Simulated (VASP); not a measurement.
# Sb (Pm-3m) in VASP: a series of runs

Runs on Sb. Level: LDA. Tasks: single point.

Program: VASP 6.6.1. These are calculated values, not measurements. Logs are shortened: lines on timing, memory, paths and dates and some standing lists are left out, and cuts for length are marked.

**1. The cell of the first run**

The structure is cubic, space group Pm-3m (No. 221). The conventional cell has a = 3.095 Å, b = 3.095 Å, c = 3.095 Å, α = 90.00°, β = 90.00°, γ = 90.00°. Sb (site symmetry m-3m) has 6 Sb at 3.10 Å within 4.1 Å.

**2. Single point, LDA**

File INCAR:

```
SYSTEM = Sb
ALGO = Normal
EDIFF = 1E-6
ENCUT = 500
GGA = CA
GGA_COMPAT = .FALSE.
ISIF = 2
ISMEAR = 1
LASPH = .TRUE.
LCHARG = .FALSE.
LREAL = .FALSE.
LWAVE = .FALSE.
NBANDS = 8
NELM = 120
PREC = Accurate
SIGMA = 0.05
```

File KPOINTS:

```
k-points
0
G
  9 9 9
  0 0 0
```

File POSCAR:

```
Sb
1.0
    3.0954921035      0.0000000000      0.0000000000
    0.0000000000      3.0954921035      0.0000000000
    0.0000000000      0.0000000000      3.0954921035
Sb
1
Direct
    0.0000000000      0.0000000000      0.0000000000
```

Potentials or basis: VASP PAW LDA potentials, release 64 (Sb).

The run is started by

```bash
> cat potpaw_LDA.64/Sb/POTCAR > POTCAR
> mpirun -np 1 vasp_std > vasp.out
```

OUTCAR:

```text
SYSTEM = Sb
   EDIFF = 1E-6
   ENCUT = 500
   GGA = CA
   ISIF = 2
   ISMEAR = 1
   LASPH = .TRUE.
   LREAL = .FALSE.
   NELM = 120
   PREC = Accurate

 ion  position               nearest neighbor table
   1  0.000  0.000  0.000-

  LATTYP: Found a simple cubic cell.
 ALAT       =     3.0954921035

  Lattice vectors:

 A1 = (   3.0954921035,   0.0000000000,   0.0000000000)
 A2 = (   0.0000000000,   3.0954921035,   0.0000000000)
 A3 = (   0.0000000000,   0.0000000000,   3.0954921035)

Analysis of symmetry for initial positions (statically):
=====================================================================
 Subroutine PRICEL returns:
 Original cell was already a primitive cell.

 Routine SETGRP: Setting up the symmetry group for a
 simple cubic supercell.

 Subroutine GETGRP returns: Found 48 space group operations
 (whereof 48 operations were pure point group operations)
 out of a pool of 48 trial point group operations.

The static configuration has the point symmetry O_h .

Analysis of symmetry for dynamics (positions and initial velocities):
=====================================================================
 Subroutine PRICEL returns:
 Original cell was already a primitive cell.

 Routine SETGRP: Setting up the symmetry group for a
 simple cubic supercell.

 Subroutine GETGRP returns: Found 48 space group operations
 (whereof 48 operations were pure point group operations)
 out of a pool of 48 trial point group operations.

The dynamic configuration has the point symmetry O_h .

 Subroutine INISYM returns: Found 48 space group operations
 (whereof 48 operations are pure point group operations),
 and found     1 'primitive' translations

----------------------------------------------------------------------------------------

                                     Primitive cell

  volume of cell :      29.6612

  direct lattice vectors                    reciprocal lattice vectors
     3.095492103  0.000000000  0.000000000     0.323050412  0.000000000  0.000000000
     0.000000000  3.095492103  0.000000000     0.000000000  0.323050412  0.000000000
     0.000000000  0.000000000  3.095492103     0.000000000  0.000000000  0.323050412

  length of vectors
     3.095492103  3.095492103  3.095492103     0.323050412  0.323050412  0.323050412

  position of ions in fractional coordinates (direct lattice)
     0.000000000  0.000000000  0.000000000

  ion indices of the primitive-cell ions
   primitive index   ion index
                 1           1

----------------------------------------------------------------------------------------

 KPOINTS: k-points

Automatic generation of k-mesh.
 Grid dimensions read from file:
 generate k-points for:    9    9    9

 Generating k-lattice:

  Cartesian coordinates                     Fractional coordinates (reciprocal lattice)
     0.035894490  0.000000000  0.000000000     0.111111111  0.000000000  0.000000000
     0.000000000  0.035894490  0.000000000     0.000000000  0.111111111  0.000000000
     0.000000000  0.000000000  0.035894490     0.000000000  0.000000000  0.111111111

  Length of vectors
     0.035894490  0.035894490  0.035894490

  Shift w.r.t. Gamma in fractional coordinates (k-lattice)
     0.000000000  0.000000000  0.000000000

 Subroutine IBZKPT returns following result:
 ===========================================

 Found     35 irreducible k-points:

 Following reciprocal coordinates:
            Coordinates               Weight
  0.000000  0.000000  0.000000      1.000000
  0.111111  0.000000  0.000000      6.000000
  0.222222  0.000000  0.000000      6.000000
  0.333333  0.000000  0.000000      6.000000
  0.444444  0.000000  0.000000      6.000000
  0.111111  0.111111  0.000000     12.000000
[... 16 lines left out ...]
  0.333333  0.333333  0.111111     24.000000
  0.444444  0.333333  0.111111     48.000000
 [... further k-points ...]
   k-points           NKPTS =     35   k-points in BZ     NKDIM =     35   number of bands    NBANDS=      8
   number of dos      NEDOS =    301   number of ions     NIONS =      1
   total plane-waves  NPLWV =  13824
   dimension x,y,z NGX =    24 NGY =   24 NGZ =   24
   dimension x,y,z NGXF=    48 NGYF=   48 NGZF=   48
   ions per type =               1
   NGX,Y,Z   is equivalent  to a cutoff of  12.89, 12.89, 12.89 a.u.
   NGXF,Y,Z  is equivalent  to a cutoff of  25.78, 25.78, 25.78 a.u.
 SYSTEM =  Sb
   PREC   = accura    normal or accurate (medium, high low for compatibility)
   ISTART =      0    job   : 0-new  1-cont  2-samecut
   ICHARG =      2    charge: 1-file 2-atom 10-const
   ISPIN  =      1    spin polarized calculation?
   LNONCOLLINEAR =      F non collinear calculations
   LSORBIT =      F    spin-orbit coupling
   LASPH  =      T    aspherical Exc in radial PAW
   ENCUT  =  500.0 eV  36.75 Ry    6.06 a.u.   5.64  5.64  5.64*2*pi/ulx,y,z
   NELM   =    120;   NELMIN=  2; NELMDL= -5     # of ELM steps
   EDIFF  = 0.1E-05   stopping-criterion for ELM
   LREAL  =      F    real-space projection
   EDIFFG = 0.1E-04   stopping-criterion for IOM
   NSW    =      0    number of steps for IOM
   IBRION =     -1    ionic relax: 0-MD 1-quasi-New 2-CG
   NFREE  =      0    steps in history (QN), initial steepest desc. (CG)
   ISIF   =      2    stress and relaxation
   ISYM   =      2    0-nonsym 1-usesym 2-fastsym
   POTIM  = 0.5000    time-step for ionic-motion
   TEBEG  =    0.0;   TEEND  =   0.0 temperature during run
   PSTRESS=    0.0 pullay stress
   NELECT =       5.0000    total number of electrons
   NUPDOWN=      -1.0000    fix difference up-down
   EMIN   =  10.00;   EMAX   =-10.00  energy-range for DOS
   EFERMI =   0.00;   METHOD = LEGACY
   ISMEAR =     1;   SIGMA  =   0.05  broadening in eV -4-tet -1-fermi 0-gaus
   EFERMI_NEDOS =   21; number of points for ismear=-14 and -15
   IALGO  =     38    algorithm
   IMIX   =      4    mixing-type and parameters
     AMIX     =   0.40;   BMIX     =  1.00
     AMIX_MAG =   1.60;   BMIX_MAG =  1.00
  volume/ion in A,a.u.               =      29.66       200.16
  Fermi-wavevector in a.u.,A,eV,Ry     =   0.904347  1.708968 11.127438  0.817844
  Thomas-Fermi vector in A             =   2.027783
   LORBIT       =      0    0 simple, 1 ext, 2 COOP (PROOUT), +10 PAW based schemes
   GGA     = CA    functional components
   LHFCALC =     F    Hartree Fock is set to
   AEXX    =    0.0000 exact exchange contribution
   IVDW    =     0    specifies the selected vdW correction
   LEPSILON=     F    determine dielectric tensor
   LRPA    =     F    only Hartree local field effects (RPA)
 non-spin polarized calculation
 Methfessel and Paxton  Order N= 1 SIGMA  =   0.05
  energy-cutoff  :      500.00
  volume of cell :       29.66
 maximum number of plane-waves:       767
 NGX is ok and might be reduce to    24
   NGX = 11   NGY = 11   NGZ = 11

 number of electron       4.9999999 magnetization

 Free energy of the ion-electron system (eV)
  ---------------------------------------------------
  ext. energy  EPLUGINS =         0.00000000
  ---------------------------------------------------
  free energy    TOTEN  =        -4.77532621 eV

  energy without entropy =       -4.77468479  energy(sigma->0) =       -4.77511240

 E-fermi :   7.1645     XC(G=0):  -9.8289

 val. band max:        7.1431582523   @ k =   0.3333   0.2222   0.0000
 cond. band min:       7.1755482203   @ k =   0.4444   0.3333   0.3333
 fundamental gap:      0.0323899680
 Fermi energy:         7.1645318311

 k-point     1 :       0.0000    0.0000    0.0000
  band No.  band energies     occupation
      1      -5.3868      2.00000
      2      10.3014      0.00000
      3      10.3014      0.00000
      4      10.3014      0.00000
      5      13.9628      0.00000
      6      13.9628      0.00000
      7      15.2904      0.00000
      8      23.5992      0.00000

 k-point     2 :       0.1111    0.0000    0.0000
  band No.  band energies     occupation
      1      -5.2079      2.00000
      2       8.4448      0.00000
      3      10.4763      0.00000
      4      10.4763      0.00000
      5      14.1003      0.00000
      6      14.7979      0.00000
      7      16.6685      0.00000
      8      22.6629      0.00000

 k-point     3 :       0.2222    0.0000    0.0000
  band No.  band energies     occupation
      1      -4.6851      2.00000
      2       5.7183      2.00000
      3      10.9669      0.00000
      4      10.9669      0.00000
      5      14.5054      0.00000
      6      15.3818      0.00000
      7      19.7471      0.00000
      8      21.0195      0.00000

 k-point     4 :       0.3333    0.0000    0.0000
  band No.  band energies     occupation
      1      -3.8889      2.00000
      2       3.3219      2.00000
      3      11.6460      0.00000
      4      11.6460      0.00000
      5      15.1383      0.00000
      6      16.1850      0.00000
      7      19.4576      0.00000
      8      19.4576      0.00000

 k-point     5 :       0.4444    0.0000    0.0000
  band No.  band energies     occupation
      1      -3.1068      2.00000
      2       1.7141      2.00000
      3      12.2102      0.00000
      4      12.2102      0.00000
      5      15.8045      0.00000
      6      17.2608      0.00000
      7      18.4289      0.00000
      8      18.4289      0.00000
[... 177 lines left out ...]
 k-point    22 :       0.4444    0.2222    0.1111
  band No.  band energies     occupation
      1      -2.2117      2.00000
      2       2.5426      2.00000
      3       7.9601     -0.00000
      4      11.2090      0.00000
      5      13.1504      0.00000
      6      16.2142      0.00000
      7      18.9336      0.00000
      8      20.6313      0.00000

 k-point    23 :       0.3333    0.3333    0.1111
  band No.  band energies     occupation
      1      -2.1937      2.00000
      2       4.6782      2.00000
      3       5.0984      2.00000
      4      11.2386      0.00000
      5      12.4600      0.00000
      6      17.7567      0.00000
      7      18.2664      0.00000
      8      19.4200      0.00000

 k-point    24 :       0.4444    0.3333    0.1111
  band No.  band energies     occupation
      1      -1.3858      2.00000
      2       3.2377      2.00000
      3       5.5419      2.00000
      4      11.0761      0.00000
      5      11.9419      0.00000
      6      16.8963      0.00000
      7      18.6538      0.00000
      8      20.0366      0.00000

 [... further k-points ...]
[... 5 lines left out ...]
  --------------------------------------------------------------------------------------
  -------------------------------------------------------------------------------------
  Total       -0.6069807     -0.6069807     -0.6069807     -0.0000000     -0.0000000     -0.0000000
  in kB      -32.7866010    -32.7866010    -32.7866010     -0.0000000     -0.0000000     -0.0000000
  external PRESSURE =     -32.7866010 kB  Pullay stress =       0.0000000 kB

 VOLUME and BASIS-vectors are now :
 -----------------------------------------------------------------------------
  energy-cutoff  :      500.00
  volume of cell :       29.66
      direct lattice vectors                 reciprocal lattice vectors
     3.095492103  0.000000000  0.000000000     0.323050412  0.000000000  0.000000000
     0.000000000  3.095492103  0.000000000     0.000000000  0.323050412  0.000000000
     0.000000000  0.000000000  3.095492103     0.000000000  0.000000000  0.323050412

 POSITION                                       TOTAL-FORCE (eV/Angst)
 -----------------------------------------------------------------------------------
      0.00000      0.00000      0.00000         0.000000      0.000000      0.000000
 -----------------------------------------------------------------------------------
    total drift:                               -0.000000     -0.000000      0.000000

  FREE ENERGIE OF THE ION-ELECTRON SYSTEM (eV)
  ---------------------------------------------------
  free  energy   TOTEN  =        -4.7753262098 eV

  energy  without entropy=       -4.7746847891  energy(sigma->0) =       -4.77511240
```

It used 6.6 s of CPU time on 1 thread of AMD EPYC 7R13 Processor (Zen 3), on a shared host.

Results:

* Free energy: -4.7753 eV
* Pressure: -3.3 GPa

Caveat: spin-orbit coupling is left out, which moves the levels of the heavy elements.

(Continued in part 2 of 2.)
